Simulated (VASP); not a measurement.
# Te (R-3m) in VASP: further runs

Te is run at these levels: PBEsol; tasks: electric field gradients.

Program: VASP 6.6.1. These are calculated values, not measurements. Logs are shortened: lines on timing, memory, paths and dates and some standing lists are left out, and cuts for length are marked.

### 1 The cell of the first run

Symmetry: R-3m, No. 166, trigonal system. The conventional cell has a = 4.680 Å, b = 4.680 Å, c = 11.465 Å, α = 90.00°, β = 90.00°, γ = 120.00°. Te (site symmetry 3m) has 1 Te at 1.83 Å within 2.4 Å.

### 2 Electric field gradients, PBEsol (shortest bond scaled by 0.64)

Input file INCAR:

```
SYSTEM = Te
ALGO = Normal ; EDIFF = 1E-8
ENCUT = 520 ; GGA = PS
ISIF = 2 ; ISMEAR = -1
LASPH = .TRUE. ; LCHARG = .FALSE.
LEFG = .TRUE. ; LREAL = .FALSE.
LWAVE = .FALSE. ; NBANDS = 13
NELM = 80 ; PREC = Accurate
SIGMA = 0.05
```

Input file KPOINTS:

```
k-points
0
G
  8 8 8
  0 0 0
```

Input file POSCAR:

```
Te
1.0
    0.0000000000      3.3095529740      3.3095529740
    3.3095529740      0.0000000000      3.3095529740
    3.3095529740      3.3095529740      0.0000000000
Te
2
Direct
   -0.2600000000     -0.0800000000     -0.0800000000
    0.2600000000      0.0800000000      0.0800000000
```

Potentials or basis: VASP PAW PBE potentials, release 64 (Te).

The run is started by

```bash
cat potpaw_PBE.64/Te/POTCAR > POTCAR
mpirun -np 1 vasp_std > vasp.out
```

OUTCAR:

```text
SYSTEM = Te
   EDIFF = 1E-8
   ENCUT = 520
   GGA = PS
   ISIF = 2
   ISMEAR = -1
   LASPH = .TRUE.
   LREAL = .FALSE.
   NELM = 80
   PREC = Accurate

 ion  position               nearest neighbor table
   1  0.740  0.920  0.920-   2 1.83   2 3.35   2 3.35   2 3.35
   2  0.260  0.080  0.080-   1 1.83   1 3.35   1 3.35   1 3.35

 -----------------------------------------------------------------------------
|                                                                             |
|           W    W    AA    RRRRR   N    N  II  N    N   GGGG   !!!           |
|           W    W   A  A   R    R  NN   N  II  NN   N  G    G  !!!           |
|           W    W  A    A  R    R  N N  N  II  N N  N  G       !!!           |
|           W WW W  AAAAAA  RRRRR   N  N N  II  N  N N  G  GGG   !            |
|           WW  WW  A    A  R   R   N   NN  II  N   NN  G    G                |
|           W    W  A    A  R    R  N    N  II  N    N   GGGG   !!!           |
|                                                                             |
|     The distance between some ions is very small. Please check the          |
|     nearest-neighbor list in the OUTCAR file.                               |
|     I HOPE YOU KNOW WHAT YOU ARE DOING!                                     |
|                                                                             |
 -----------------------------------------------------------------------------

  LATTYP: Found a face centered cubic cell.
 ALAT       =     6.6191059480

  Lattice vectors:

 A1 = (   0.0000000000,   3.3095529740,   3.3095529740)
 A2 = (   3.3095529740,   0.0000000000,   3.3095529740)
 A3 = (   3.3095529740,   3.3095529740,   0.0000000000)

Analysis of symmetry for initial positions (statically):
=====================================================================
 Subroutine PRICEL returns:
 Original cell was already a primitive cell.

 Routine SETGRP: Setting up the symmetry group for a
 face centered cubic supercell.

 Subroutine GETGRP returns: Found 12 space group operations
 (whereof  4 operations were pure point group operations)
 out of a pool of 48 trial point group operations.

The static configuration has the point symmetry C_2h.
 The point group associated with its full space group is D_3d.

Analysis of symmetry for dynamics (positions and initial velocities):
=====================================================================
 Subroutine PRICEL returns:
 Original cell was already a primitive cell.

 Routine SETGRP: Setting up the symmetry group for a
[... 168 lines left out ...]
      6       5.0422      2.00000
      7       5.0422      2.00000
      8       8.5881      0.00000
      9       9.4238      0.00000
     10      11.1834      0.00000
     11      11.1834      0.00000
     12      12.3588      0.00000
     13      12.3588      0.00000
[... 354 lines left out ...]
  band No.  band energies     occupation
      1     -11.4659      2.00000
      2      -2.2365      2.00000
      3      -0.5766      2.00000
      4       0.8851      2.00000
      5       1.4852      2.00000
      6       4.8458      2.00000
      7       6.0031      1.01051
      8       9.3875      0.00000
      9       9.8508      0.00000
     10      11.2612      0.00000
     11      12.7252      0.00000
     12      12.8679      0.00000
     13      14.6462      0.00000

 [... further k-points ...]

------------------------ aborting loop because EDIFF is reached ----------------------------------------

  FORCE on cell =-STRESS in cart. coord.  units (eV):
  Direction    XX          YY          ZZ          XY          YZ          ZX
  --------------------------------------------------------------------------------------
  -------------------------------------------------------------------------------------
  Total       33.1935236     33.1935236     33.1935236    -32.1516688     32.1516688    -32.1516688
  in kB      733.5435996    733.5435996    733.5435996   -710.5196536    710.5196536   -710.5196536
  external PRESSURE =     733.5435996 kB  Pullay stress =       0.0000000 kB

 VOLUME and BASIS-vectors are now :
 -----------------------------------------------------------------------------
  energy-cutoff  :      520.00
  volume of cell :       72.50
      direct lattice vectors                 reciprocal lattice vectors
     0.000000000  3.309552974  3.309552974    -0.151077805  0.151077805  0.151077805
     3.309552974  0.000000000  3.309552974     0.151077805 -0.151077805  0.151077805
     3.309552974  3.309552974  0.000000000     0.151077805  0.151077805 -0.151077805

 POSITION                                       TOTAL-FORCE (eV/Angst)
 -----------------------------------------------------------------------------------
      6.08958      5.49386      5.49386       -30.467905     30.467905     30.467905
      0.52953      1.12525      1.12525        30.467905    -30.467905    -30.467905
 -----------------------------------------------------------------------------------
    total drift:                               -0.000000     -0.000000      0.000000

  FREE ENERGIE OF THE ION-ELECTRON SYSTEM (eV)
  ---------------------------------------------------
  free  energy   TOTEN  =         6.1904854295 eV

  energy  without entropy=        6.1989987698  energy(sigma->0) =        6.19474210

 Electric field gradients (V/A^2)
---------------------------------------------------------------------
 ion       V_xx      V_yy      V_zz      V_xy      V_xz      V_yz
---------------------------------------------------------------------
   1      -0.000     0.000     0.000   228.614   228.614  -228.614
   2      -0.000     0.000     0.000   228.614   228.614  -228.614
---------------------------------------------------------------------

 Electric field gradients after diagonalization (V/A^2)
 (convention: |V_zz| > |V_xx| > |V_yy|)
----------------------------------------------------------------------
 ion       V_xx      V_yy      V_zz     asymmetry (V_yy - V_xx)/ V_zz
----------------------------------------------------------------------
   1     228.614   228.614  -457.228       0.000
   2     228.614   228.614  -457.228       0.000
----------------------------------------------------------------------

           NMR quadrupolar parameters

 Cq : quadrupolar parameter    Cq=e*Q*V_zz/h
 eta: asymmetry parameters     (V_yy - V_xx)/ V_zz
 Q  : nuclear electric quadrupole moment in mb (millibarn)
----------------------------------------------------------------------
 ion       Cq(MHz)       eta       Q (mb)
----------------------------------------------------------------------
   1      -1.106       0.000       1.000
   2      -1.106       0.000       1.000
----------------------------------------------------------------------
```

OSZICAR:

```text
N       E                     dE             d eps       ncg     rms          rms(c)
DAV:   1     0.635252231194E+02    0.63525E+02   -0.44397E+03  1690   0.731E+02
DAV:   2     0.914977312155E+01   -0.54375E+02   -0.51317E+02  2228   0.120E+02
DAV:   3     0.579318520877E+01   -0.33566E+01   -0.33348E+01  2160   0.331E+01
DAV:   4     0.572291392418E+01   -0.70271E-01   -0.70257E-01  2312   0.575E+00
DAV:   5     0.572177524388E+01   -0.11387E-02   -0.11387E-02  2195   0.671E-01    0.254E+01
DAV:   6     0.605804979088E+01    0.33627E+00   -0.20293E-01  1815   0.211E+00    0.158E+01
DAV:   7     0.618528258006E+01    0.12723E+00   -0.33282E-01  1915   0.273E+00    0.109E+00
DAV:   8     0.619066019726E+01    0.53776E-02   -0.36984E-02  1840   0.101E+00    0.401E-01
DAV:   9     0.619049924477E+01   -0.16095E-03   -0.20006E-03  2175   0.281E-01    0.357E-01
DAV:  10     0.619053555543E+01    0.36311E-04   -0.87051E-05  2040   0.598E-02    0.389E-02
DAV:  11     0.619048717050E+01   -0.48385E-04   -0.54602E-05  1840   0.406E-02    0.196E-02
DAV:  12     0.619048628614E+01   -0.88436E-06   -0.13254E-06  2165   0.667E-03    0.135E-02
DAV:  13     0.619048569637E+01   -0.58977E-06   -0.17597E-06  1900   0.706E-03    0.145E-02
DAV:  14     0.619048551911E+01   -0.17726E-06   -0.35262E-08  2170   0.107E-03    0.406E-03
DAV:  15     0.619048547339E+01   -0.45723E-07   -0.53786E-09  1980   0.397E-04    0.203E-03
DAV:  16     0.619048543083E+01   -0.42558E-07   -0.10781E-09  1135   0.204E-04    0.967E-05
DAV:  17     0.619048542950E+01   -0.13288E-08   -0.30684E-10  1055   0.118E-04
   1 F= 0.61904854E+01 E0= 0.61947421E+01  d E =-.851334E-02
```

Wall time 45 s (1 thread of AMD EPYC 9R14 (Zen 4), shared host); peak memory 0.19 GiB.

Results:

```yaml
Free_energy: 6.1905 eV
Pressure: 73.4 GPa
Largest_force: 52.772 eV/Å
Band_gap_on_the_k_mesh: zero (band 6 reaches 7.18 eV, above the bottom of band 7 at 5.04 eV)
```

Forces on the atoms (eV/Å):
```
Te  -30.468  30.468  30.468
Te   30.468 -30.468 -30.468
```

Levels at points of the mesh, in eV from the Fermi level:
| k point | band 3 | band 4 | band 5 | band 6 | band 7 | band 8 | band 9 | band 10 |
| --- | --- | --- | --- | --- | --- | --- | --- | --- |
| (0.00, 0.00, 0.00) | -5.93 | -4.87 | -4.87 | -0.96 | -0.96 | 2.58 | 3.42 | 5.18 |
| (0.50, 0.00, 0.00) | -5.76 | -5.76 | -1.87 | 1.17 | 1.17 | 1.91 | 4.65 | 4.65 |
| (0.00, 0.50, 0.00) | -6.07 | -5.23 | -4.84 | -1.74 | 1.79 | 3.70 | 3.89 | 4.77 |
| (0.50, 0.50, 0.00) | -6.24 | -5.56 | -4.55 | -0.61 | 2.38 | 2.73 | 5.37 | 6.46 |

Electric field gradients, principal values (V/Å²):
```csv
atom,least,middle,greatest (by size)
1 Te,228.614,228.614,-457.228
2 Te,228.614,228.614,-457.228
```

Caveat: the cell differs from its parent crystal (shortest bond scaled by 0.64); without QUAD_EFG the Cq values of the log hold for a quadrupole moment of 1 mb, not for the nuclei; the PAW data sets were made with another functional, which shifts forces and pressure a little; spin-orbit coupling is left out, which moves the levels of the heavy elements.

### 3 Electric field gradients, PBEsol (shortest bond scaled by 1.1)

Input file INCAR:

```
SYSTEM = Te
ALGO = Normal
EDIFF = 1E-8
ENCUT = 520
GGA = PS
ISIF = 2
ISMEAR = -1
LASPH = .True.
LCHARG = .False.
LEFG = .True.
LREAL = .False.
LWAVE = .False.
NBANDS = 13
NELM = 100
PREC = Accurate
SIGMA = 0.05
```

Input file KPOINTS:

```
k-points
0
Gamma
  8 8 8
  0 0 0
```

Input file POSCAR:

```
Te
1.0
    0.0000000000      3.3095529740      3.3095529740
    3.3095529740      0.0000000000      3.3095529740
    3.3095529740      3.3095529740      0.0000000000
Te
2
Direct
   -0.0875000000     -0.1375000000     -0.1375000000
    0.0875000000      0.1375000000      0.1375000000
```

Potentials or basis: VASP PAW PBE potentials, release 64 (Te).

The run is started by

```bash
cat potpaw_PBE.64/Te/POTCAR > POTCAR
mpirun -np 1 vasp_std > vasp.out
```

OUTCAR:

```text
SYSTEM = Te
   EDIFF = 1E-8
   ENCUT = 520
   GGA = PS
   ISIF = 2
   ISMEAR = -1
   LASPH = .True.
   LREAL = .False.
   NELM = 100
   PREC = Accurate

 ion  position               nearest neighbor table
   1  0.913  0.862  0.862-   2 2.78   2 2.78   2 2.78   2 3.15
   2  0.087  0.138  0.138-   1 2.78   1 2.78   1 2.78   1 3.15

  LATTYP: Found a face centered cubic cell.
 ALAT       =     6.6191059480

  Lattice vectors:

 A1 = (   0.0000000000,   3.3095529740,   3.3095529740)
 A2 = (   3.3095529740,   0.0000000000,   3.3095529740)
 A3 = (   3.3095529740,   3.3095529740,   0.0000000000)

Analysis of symmetry for initial positions (statically):
=====================================================================
 Subroutine PRICEL returns:
 Original cell was already a primitive cell.

 Routine SETGRP: Setting up the symmetry group for a
 face centered cubic supercell.

 Subroutine GETGRP returns: Found 12 space group operations
 (whereof  4 operations were pure point group operations)
 out of a pool of 48 trial point group operations.

The static configuration has the point symmetry C_2h.
 The point group associated with its full space group is D_3d.

Analysis of symmetry for dynamics (positions and initial velocities):
=====================================================================
 Subroutine PRICEL returns:
 Original cell was already a primitive cell.

 Routine SETGRP: Setting up the symmetry group for a
 face centered cubic supercell.

 Subroutine GETGRP returns: Found 12 space group operations
 (whereof  4 operations were pure point group operations)
 out of a pool of 48 trial point group operations.

[... 528 lines left out ...]
      4       2.2008      2.00000
      5       2.4884      2.00000
      6       4.7354      2.00000
      7       5.9392      0.00042
      8       6.9666      0.00000
      9      10.0533      0.00000
     10      10.7393      0.00000
     11      10.9815      0.00000
     12      13.0189      0.00000
     13      14.3793      0.00000

 [... further k-points ...]

------------------------ aborting loop because EDIFF is reached ----------------------------------------

  FORCE on cell =-STRESS in cart. coord.  units (eV):
  Direction    XX          YY          ZZ          XY          YZ          ZX
  --------------------------------------------------------------------------------------
  -------------------------------------------------------------------------------------
  Total        4.2679523      4.2679523      4.2679523      0.3775945     -0.3775945      0.3775945
  in kB       94.3174688     94.3174688     94.3174688      8.3444603     -8.3444603      8.3444603
  external PRESSURE =      94.3174688 kB  Pullay stress =       0.0000000 kB

 VOLUME and BASIS-vectors are now :
 -----------------------------------------------------------------------------
  energy-cutoff  :      520.00
  volume of cell :       72.50
      direct lattice vectors                 reciprocal lattice vectors
     0.000000000  3.309552974  3.309552974    -0.151077805  0.151077805  0.151077805
     3.309552974  0.000000000  3.309552974     0.151077805 -0.151077805  0.151077805
     3.309552974  3.309552974  0.000000000     0.151077805  0.151077805 -0.151077805

 POSITION                                       TOTAL-FORCE (eV/Angst)
 -----------------------------------------------------------------------------------
      5.70898      5.87446      5.87446        -0.033609      0.033609      0.033609
      0.91013      0.74465      0.74465         0.033609     -0.033609     -0.033609
 -----------------------------------------------------------------------------------
    total drift:                                0.000000     -0.000000      0.000000

  FREE ENERGIE OF THE ION-ELECTRON SYSTEM (eV)
  ---------------------------------------------------
  free  energy   TOTEN  =        -5.7762970979 eV

  energy  without entropy=       -5.7661948546  energy(sigma->0) =       -5.77124598

 Electric field gradients (V/A^2)
---------------------------------------------------------------------
 ion       V_xx      V_yy      V_zz      V_xy      V_xz      V_yz
---------------------------------------------------------------------
   1      -0.000     0.000     0.000   162.395   162.395  -162.395
   2      -0.000     0.000     0.000   162.395   162.395  -162.395
---------------------------------------------------------------------

 Electric field gradients after diagonalization (V/A^2)
 (convention: |V_zz| > |V_xx| > |V_yy|)
----------------------------------------------------------------------
 ion       V_xx      V_yy      V_zz     asymmetry (V_yy - V_xx)/ V_zz
----------------------------------------------------------------------
   1     162.395   162.395  -324.791       0.000
   2     162.395   162.395  -324.791       0.000
----------------------------------------------------------------------

           NMR quadrupolar parameters

 Cq : quadrupolar parameter    Cq=e*Q*V_zz/h
 eta: asymmetry parameters     (V_yy - V_xx)/ V_zz
 Q  : nuclear electric quadrupole moment in mb (millibarn)
----------------------------------------------------------------------
 ion       Cq(MHz)       eta       Q (mb)
----------------------------------------------------------------------
   1      -0.785       0.000       1.000
   2      -0.785       0.000       1.000
----------------------------------------------------------------------
```

OSZICAR:

```text
N       E                     dE             d eps       ncg     rms          rms(c)
DAV:   1     0.439092499559E+02    0.43909E+02   -0.43086E+03  1690   0.727E+02
DAV:   2    -0.290054285495E+01   -0.46810E+02   -0.44304E+02  2263   0.110E+02
DAV:   3    -0.574497304718E+01   -0.28444E+01   -0.28235E+01  2148   0.297E+01
DAV:   4    -0.579847558810E+01   -0.53503E-01   -0.53495E-01  2150   0.483E+00
DAV:   5    -0.579962004940E+01   -0.11445E-02   -0.11445E-02  2241   0.658E-01    0.168E+01
DAV:   6    -0.578234258889E+01    0.17277E-01   -0.12215E-02  1970   0.507E-01    0.102E+01
DAV:   7    -0.577657717495E+01    0.57654E-02   -0.20382E-02  1970   0.659E-01    0.179E-01
DAV:   8    -0.577628663707E+01    0.29054E-03   -0.17332E-03  1865   0.217E-01    0.876E-02
DAV:   9    -0.577629472459E+01   -0.80875E-05   -0.47605E-05  2220   0.418E-02    0.305E-02
DAV:  10    -0.577629717221E+01   -0.24476E-05   -0.23011E-06  2006   0.935E-03    0.140E-02
DAV:  11    -0.577629712861E+01    0.43595E-07   -0.63741E-07  2005   0.421E-03    0.349E-03
DAV:  12    -0.577629709348E+01    0.35134E-07   -0.77097E-08  1975   0.159E-03    0.139E-03
DAV:  13    -0.577629709787E+01   -0.43940E-08   -0.37837E-09  1520   0.371E-04
   1 F= -.57762971E+01 E0= -.57712460E+01  d E =-.101022E-01
```

Wall time 46 s (1 thread of Intel Xeon 6975P-C, shared host); peak memory 0.23 GiB.

Results:

```
Free energy            : -5.7763 eV
Pressure               : 9.4 GPa
Largest force          : 0.058 eV/Å
Band gap on the k mesh : zero (band 6 reaches 5.84 eV, above the bottom of band 7 at 4.99 eV)
```

Forces in eV/Å, atoms in the order of the input:
```
Te  -0.034  0.034  0.034
Te   0.034 -0.034 -0.034
```

Levels at points of the mesh, in eV from the Fermi level:
```csv
k point,band 3,band 4,band 5,band 6,band 7,band 8,band 9,band 10
"(0.00, 0.00, 0.00)",-4.22,-4.22,-2.25,-1.77,-0.53,-0.53,3.34,5.88
"(0.50, 0.00, 0.00)",-4.70,-4.70,-4.54,0.01,0.01,2.25,5.02,6.89
"(0.00, 0.50, 0.00)",-5.03,-3.75,-3.52,-0.59,1.31,2.82,5.21,5.35
"(0.50, 0.50, 0.00)",-5.61,-4.85,-2.39,-1.54,2.75,3.18,5.09,5.72
```

Electric field gradients, principal values (V/Å²):
```
atom    least   middle  greatest (by size)
1 Te  162.395  162.395            -324.791
2 Te  162.395  162.395            -324.791
```

Caveat: the cell differs from its parent crystal (shortest bond scaled by 1.1); without QUAD_EFG the Cq values of the log hold for a quadrupole moment of 1 mb, not for the nuclei; the PAW data sets were made with another functional, which shifts forces and pressure a little; spin-orbit coupling is left out, which moves the levels of the heavy elements.
